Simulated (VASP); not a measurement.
A run of VASP 6.6.1 is set up as follows.

File POSCAR:

```
Ti2SiN4
1.0
    4.6300641450     -2.5256017516     -0.1675571047
    4.6300641450      2.5256017516     -0.1675571047
   -0.2246125234      0.0000000000      3.0078742782
Ti Si N
2 1 4
Direct
    0.3111827383      0.3111827383      0.2823105206
    0.6888172617      0.6888172617      0.7176894794
    0.0000000000      0.0000000000      0.0000000000
    0.1073385971      0.6309106944      0.7921637061
    0.3690893056      0.8926614029      0.2078362939
    0.8926614029      0.3690893056      0.2078362939
    0.6309106944      0.1073385971      0.7921637061
```

The input INCAR.step1:

```
SYSTEM = Ti2SiN4
PREC     = Accurate       ! precision mode
ENCUT    = 520            ! plane-wave cutoff, eV
ISMEAR   = -1             ! smearing method
SIGMA    = 0.03           ! smearing width, eV
LREAL    = .False.        ! projectors in reciprocal space
LASPH    = .True.         ! aspherical terms in the spheres
NELM     = 60             ! most SCF steps
NBANDS   = 33             ! bands
GGA      = PE             ! functional
ALGO     = Normal         ! electronic algorithm
EDIFF    = 1E-4           ! SCF threshold, eV
LWAVE    = .True.         ! write WAVECAR
LCHARG   = .False.        ! write CHGCAR
```

INCAR.step2

```
SYSTEM = Ti2SiN4
PREC     = Accurate       ! precision mode
ENCUT    = 520            ! plane-wave cutoff, eV
EDIFF    = 1E-7           ! SCF threshold, eV
ISMEAR   = -1             ! smearing method
SIGMA    = 0.03           ! smearing width, eV
LREAL    = .False.        ! projectors in reciprocal space
LASPH    = .True.         ! aspherical terms in the spheres
NELM     = 60             ! most SCF steps
ALGO     = Normal         ! electronic algorithm
ISIF     = 2              ! what is computed and relaxed
LWAVE    = .False.        ! write WAVECAR
LCHARG   = .False.        ! write CHGCAR
METAGGA  = R2SCAN         ! meta-GGA
LMIXTAU  = .True.       
LUSE_VDW = .True.       
IVDW_NL  = 2            
BPARAM   = 11.95        
CPARAM   = 0.0093       
NBANDS   = 33             ! bands
ISTART   = 1
```

The input KPOINTS:

```
regular mesh
0
Gamma
  6 6 10
  0 0 0
```

Potentials or basis: VASP PAW PBE potentials, release 64 (Ti_sv, Si, N).

The run is started by

```sh
$ cat potpaw_PBE.64/Ti_sv/POTCAR potpaw_PBE.64/Si/POTCAR potpaw_PBE.64/N/POTCAR > POTCAR
$ cp INCAR.step1 INCAR
$ mpirun -np 1 vasp_std > vasp.out
$ cp INCAR.step2 INCAR
$ mpirun -np 1 vasp_std > vasp.out
```

Question: Estimate the pressure.

Answer: 0.9 GPa.

Question: Estimate the band gap on the k mesh.

Answer: Zero (bands 24 and 25 overlap by 0.19 eV).

Forces on the atoms (eV/Å):
```
Ti   0.069  0.000  0.004
Ti  -0.069  0.000 -0.004
Si   0.000  0.000  0.000
N    0.051  0.000  0.008
N   -0.051  0.000 -0.008
N   -0.051  0.000 -0.008
N    0.051  0.000  0.008
```

Caveat: the PAW data sets were made with another functional, which shifts forces and pressure a little.
